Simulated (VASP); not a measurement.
# SiC (e600) (F-43m) in VASP: a series of runs

The runs below take SiC (e600) through single point, with PBEsol.

All numbers are computed with VASP 6.6.1; they aren't measurements. Logs are shortened: lines on timing, memory, paths and dates and some standing lists are left out, and cuts for length are marked.

### 1 The cell of the first run

It takes space group F-43m (No. 216, cubic). Conventional cell: a = 4.357 Å, b = 4.357 Å, c = 4.357 Å, α = 90.00°, β = 90.00°, γ = 90.00°. Within 2.5 Å of Si (site symmetry -43m) lie 4 C at 1.89 Å. C (site symmetry -43m) has 4 Si at 1.89 Å within 2.5 Å.

### 2 Single point, PBEsol

File INCAR:

```
SYSTEM = SiC
PREC = Accurate
ENCUT = 600
EDIFF = 1E-6
ISMEAR = 0
SIGMA = 0.02
LREAL = .FALSE.
LASPH = .TRUE.
NELM = 120
ALGO = Normal
ISIF = 2
LWAVE = .FALSE.
LCHARG = .TRUE.
GGA = PS
LELF = .TRUE.
LVHAR = .TRUE.
NBANDS = 11
GGA_COMPAT = .FALSE.
```

File KPOINTS:

```
Automatic mesh
0
G
  10 10 10
  0 0 0
```

File POSCAR:

```
SiC
1.0
    0.0000000000      2.1783829256      2.1783829256
    2.1783829256      0.0000000000      2.1783829256
    2.1783829256      2.1783829256      0.0000000000
Si C
1 1
Direct
    0.0000000000      0.0000000000      0.0000000000
    0.2500000000      0.2500000000      0.2500000000
```

Potentials or basis: VASP PAW PBE potentials, release 64 (Si, C).

Launch:

```bash
> cat potpaw_PBE.64/Si/POTCAR potpaw_PBE.64/C/POTCAR > POTCAR
> mpirun -np 1 vasp_std > vasp.out
```

OUTCAR:

```text
SYSTEM = SiC
   PREC = Accurate
   ENCUT = 600
   EDIFF = 1E-6
   ISMEAR = 0
   LREAL = .FALSE.
   LASPH = .TRUE.
   NELM = 120
   ISIF = 2
   GGA = PS

 ion  position               nearest neighbor table
   1  0.000  0.000  0.000-   2 1.89   2 1.89   2 1.89   2 1.89
   2  0.250  0.250  0.250-   1 1.89   1 1.89   1 1.89   1 1.89

  LATTYP: Found a face centered cubic cell.
 ALAT       =     4.3567658512

  Lattice vectors:

 A1 = (   0.0000000000,   2.1783829256,   2.1783829256)
 A2 = (   2.1783829256,   0.0000000000,   2.1783829256)
 A3 = (   2.1783829256,   2.1783829256,   0.0000000000)

Analysis of symmetry for initial positions (statically):
=====================================================================
 Subroutine PRICEL returns:
 Original cell was already a primitive cell.

 Routine SETGRP: Setting up the symmetry group for a
 face centered cubic supercell.

 Subroutine GETGRP returns: Found 24 space group operations
 (whereof 24 operations were pure point group operations)
 out of a pool of 48 trial point group operations.

The static configuration has the point symmetry T_d .

Analysis of symmetry for dynamics (positions and initial velocities):
=====================================================================
 Subroutine PRICEL returns:
 Original cell was already a primitive cell.

 Routine SETGRP: Setting up the symmetry group for a
 face centered cubic supercell.

 Subroutine GETGRP returns: Found 24 space group operations
 (whereof 24 operations were pure point group operations)
 out of a pool of 48 trial point group operations.

The dynamic configuration has the point symmetry T_d .

 Subroutine INISYM returns: Found 24 space group operations
 (whereof 24 operations are pure point group operations),
 and found     1 'primitive' translations

----------------------------------------------------------------------------------------

                                     Primitive cell

  volume of cell :      20.6744

  direct lattice vectors                    reciprocal lattice vectors
     0.000000000  2.178382926  2.178382926    -0.229528057  0.229528057  0.229528057
     2.178382926  0.000000000  2.178382926     0.229528057 -0.229528057  0.229528057
     2.178382926  2.178382926  0.000000000     0.229528057  0.229528057 -0.229528057

  length of vectors
     3.080698677  3.080698677  3.080698677     0.397554256  0.397554256  0.397554256

  position of ions in fractional coordinates (direct lattice)
     0.000000000  0.000000000  0.000000000
     0.250000000  0.250000000  0.250000000

  ion indices of the primitive-cell ions
   primitive index   ion index
                 1           1
                 2           2

----------------------------------------------------------------------------------------

 KPOINTS: Automatic mesh

Automatic generation of k-mesh.
 Grid dimensions read from file:
 generate k-points for:   10   10   10

 Generating k-lattice:

  Cartesian coordinates                     Fractional coordinates (reciprocal lattice)
    -0.022952806  0.022952806  0.022952806     0.100000000  0.000000000  0.000000000
     0.022952806 -0.022952806  0.022952806     0.000000000  0.100000000  0.000000000
     0.022952806  0.022952806 -0.022952806     0.000000000  0.000000000  0.100000000

  Length of vectors
     0.039755426  0.039755426  0.039755426

  Shift w.r.t. Gamma in fractional coordinates (k-lattice)
     0.000000000  0.000000000  0.000000000

 Subroutine IBZKPT returns following result:
 ===========================================

 Found     47 irreducible k-points:

 Following reciprocal coordinates:
            Coordinates               Weight
  0.000000  0.000000  0.000000      1.000000
  0.100000  0.000000  0.000000      8.000000
  0.200000  0.000000  0.000000      8.000000
  0.300000  0.000000  0.000000      8.000000
  0.400000  0.000000  0.000000      8.000000
  0.500000  0.000000  0.000000      4.000000
[... 16 lines left out ...]
  0.300000  0.300000  0.000000      6.000000
  0.400000  0.300000  0.000000     24.000000
 [... further k-points ...]
   k-points           NKPTS =     47   k-points in BZ     NKDIM =     47   number of bands    NBANDS=     11
   number of dos      NEDOS =    301   number of ions     NIONS =      2
   total plane-waves  NPLWV =  21952
   dimension x,y,z NGX =    28 NGY =   28 NGZ =   28
   dimension x,y,z NGXF=    56 NGYF=   56 NGZF=   56
   ions per type =               1   1
   NGX,Y,Z   is equivalent  to a cutoff of  15.11, 15.11, 15.11 a.u.
   NGXF,Y,Z  is equivalent  to a cutoff of  30.22, 30.22, 30.22 a.u.
 SYSTEM =  SiC
   PREC   = accura    normal or accurate (medium, high low for compatibility)
   ISTART =      0    job   : 0-new  1-cont  2-samecut
   ICHARG =      2    charge: 1-file 2-atom 10-const
   ISPIN  =      1    spin polarized calculation?
   LNONCOLLINEAR =      F non collinear calculations
   LSORBIT =      F    spin-orbit coupling
   LASPH  =      T    aspherical Exc in radial PAW
   ENCUT  =  600.0 eV  44.10 Ry    6.64 a.u.   6.15  6.15  6.15*2*pi/ulx,y,z
   NELM   =    120;   NELMIN=  2; NELMDL= -5     # of ELM steps
   EDIFF  = 0.1E-05   stopping-criterion for ELM
   LREAL  =      F    real-space projection
   EDIFFG = 0.1E-04   stopping-criterion for IOM
   NSW    =      0    number of steps for IOM
   IBRION =     -1    ionic relax: 0-MD 1-quasi-New 2-CG
   NFREE  =      0    steps in history (QN), initial steepest desc. (CG)
   ISIF   =      2    stress and relaxation
   ISYM   =      2    0-nonsym 1-usesym 2-fastsym
   POTIM  = 0.5000    time-step for ionic-motion
   TEBEG  =    0.0;   TEEND  =   0.0 temperature during run
   PSTRESS=    0.0 pullay stress
   NELECT =       8.0000    total number of electrons
   NUPDOWN=      -1.0000    fix difference up-down
   EMIN   =  10.00;   EMAX   =-10.00  energy-range for DOS
   EFERMI =   0.00;   METHOD = LEGACY
   ISMEAR =     0;   SIGMA  =   0.02  broadening in eV -4-tet -1-fermi 0-gaus
   EFERMI_NEDOS =   21; number of points for ismear=-14 and -15
   IALGO  =     38    algorithm
   IMIX   =      4    mixing-type and parameters
     AMIX     =   0.40;   BMIX     =  1.00
     AMIX_MAG =   1.60;   BMIX_MAG =  1.00
  volume/ion in A,a.u.               =      10.34        69.76
  Fermi-wavevector in a.u.,A,eV,Ry     =   1.192964  2.254375 19.363304  1.423163
  Thomas-Fermi vector in A             =   2.328989
   LORBIT       =      0    0 simple, 1 ext, 2 COOP (PROOUT), +10 PAW based schemes
   GGA     = PS    functional components
   LHFCALC =     F    Hartree Fock is set to
   AEXX    =    0.0000 exact exchange contribution
   IVDW    =     0    specifies the selected vdW correction
   LEPSILON=     F    determine dielectric tensor
   LRPA    =     F    only Hartree local field effects (RPA)
 non-spin polarized calculation
 Gauss-broadening in eV      SIGMA  =   0.02
  energy-cutoff  :      600.00
  volume of cell :       20.67
 maximum number of plane-waves:       701
 NGX is ok and might be reduce to    28
   NGX = 13   NGY = 13   NGZ = 13

 number of electron       8.0000000 magnetization

 Free energy of the ion-electron system (eV)
  ---------------------------------------------------
  ext. energy  EPLUGINS =         0.00000000
  ---------------------------------------------------
  free energy    TOTEN  =       -15.91608683 eV

  energy without entropy =      -15.91608683  energy(sigma->0) =      -15.91608683

 E-fermi :   8.1890     XC(G=0): -11.5085

 val. band max:        8.0654615327   @ k =   0.0000   0.0000   0.0000
 cond. band min:       9.2988891165   @ k =   0.5000   0.5000   0.0000
 fundamental gap:      1.2334275838
 Fermi energy:         8.1890124146

 k-point     1 :       0.0000    0.0000    0.0000
  band No.  band energies     occupation
      1      -7.3653      2.00000
      2       8.0655      2.00000
      3       8.0655      2.00000
      4       8.0655      2.00000
      5      14.2622      0.00000
      6      15.3144      0.00000
      7      15.3144      0.00000
      8      15.3144      0.00000
      9      22.5275      0.00000
     10      22.5275      0.00000
     11      24.3415      0.00000

 k-point     2 :       0.1000    0.0000    0.0000
  band No.  band energies     occupation
      1      -7.1690      2.00000
      2       7.0502      2.00000
      3       7.9306      2.00000
      4       7.9306      2.00000
      5      14.5125      0.00000
      6      15.5588      0.00000
      7      15.5588      0.00000
      8      15.5959      0.00000
      9      21.5508      0.00000
     10      21.5508      0.00000
     11      24.1418      0.00000

 k-point     3 :       0.2000    0.0000    0.0000
  band No.  band energies     occupation
      1      -6.5884      2.00000
      2       4.9191      2.00000
      3       7.6219      2.00000
      4       7.6219      2.00000
      5      14.2133      0.00000
      6      15.9156      0.00000
      7      15.9156      0.00000
      8      16.7915      0.00000
      9      20.8763      0.00000
     10      20.8763      0.00000
     11      23.2599      0.00000

 k-point     4 :       0.3000    0.0000    0.0000
  band No.  band energies     occupation
      1      -5.6582      2.00000
      2       2.5937      2.00000
      3       7.3047      2.00000
      4       7.3047      2.00000
      5      13.8049      0.00000
      6      15.7662      0.00000
      7      15.7662      0.00000
      8      17.7340      0.00000
      9      21.7034      0.00000
     10      21.7034      0.00000
     11      23.0081      0.00000
[... 239 lines left out ...]
 k-point    22 :      -0.2000    0.2000    0.0000
  band No.  band energies     occupation
      1      -5.3464      2.00000
      2       3.2487      2.00000
      3       4.8112      2.00000
      4       7.4160      2.00000
      5      14.5481      0.00000
      6      16.0037      0.00000
      7      16.3782      0.00000
      8      17.1554      0.00000
      9      19.5005      0.00000
     10      23.3700      0.00000
     11      27.1229      0.00000

 k-point    23 :       0.3000    0.3000    0.0000
  band No.  band energies     occupation
      1      -5.0799      2.00000
      2       3.7082      2.00000
      3       5.6816      2.00000
      4       5.6816      2.00000
      5      11.1235      0.00000
      6      13.5651      0.00000
      7      19.5442      0.00000
      8      19.5442      0.00000
      9      20.4042      0.00000
     10      25.1110      0.00000
     11      29.6544      0.00000

 k-point    24 :       0.4000    0.3000    0.0000
  band No.  band energies     occupation
      1      -4.2034      2.00000
      2       2.4784      2.00000
      3       4.8799      2.00000
      4       5.4180      2.00000
      5      10.8229      0.00000
      6      13.5812      0.00000
      7      19.6276      0.00000
      8      19.9363      0.00000
      9      21.7524      0.00000
     10      26.0876      0.00000
     11      29.2473      0.00000

 [... further k-points ...]
[... 5 lines left out ...]
  --------------------------------------------------------------------------------------
  -------------------------------------------------------------------------------------
  Total        0.0298920      0.0298920      0.0298920     -0.0000000      0.0000000     -0.0000000
  in kB        2.3165040      2.3165040      2.3165040     -0.0000000      0.0000000     -0.0000000
  external PRESSURE =       2.3165040 kB  Pullay stress =       0.0000000 kB

 VOLUME and BASIS-vectors are now :
 -----------------------------------------------------------------------------
  energy-cutoff  :      600.00
  volume of cell :       20.67
      direct lattice vectors                 reciprocal lattice vectors
     0.000000000  2.178382926  2.178382926    -0.229528057  0.229528057  0.229528057
     2.178382926  0.000000000  2.178382926     0.229528057 -0.229528057  0.229528057
     2.178382926  2.178382926  0.000000000     0.229528057  0.229528057 -0.229528057

 POSITION                                       TOTAL-FORCE (eV/Angst)
 -----------------------------------------------------------------------------------
      0.00000      0.00000      0.00000        -0.000000     -0.000000     -0.000000
      1.08919      1.08919      1.08919         0.000000      0.000000      0.000000
 -----------------------------------------------------------------------------------
    total drift:                               -0.000000     -0.000000     -0.000000

  FREE ENERGIE OF THE ION-ELECTRON SYSTEM (eV)
  ---------------------------------------------------
  free  energy   TOTEN  =       -15.9160868319 eV

  energy  without entropy=      -15.9160868319  energy(sigma->0) =      -15.91608683
```

It took 27 s on 1 thread of Intel Xeon 8259CL, shared host; peak memory 0.15 GiB.

Results:

```yaml
Free_energy: -15.9161 eV
Pressure: 0.2 GPa
Band_gap_on_the_k_mesh: 1.23 eV, indirect (least direct gap 4.44 eV)
```

Caveat: the PAW data sets were made with another functional, which shifts forces and pressure a little. A k mesh can miss the band edges.

[end of part 1 of 2]
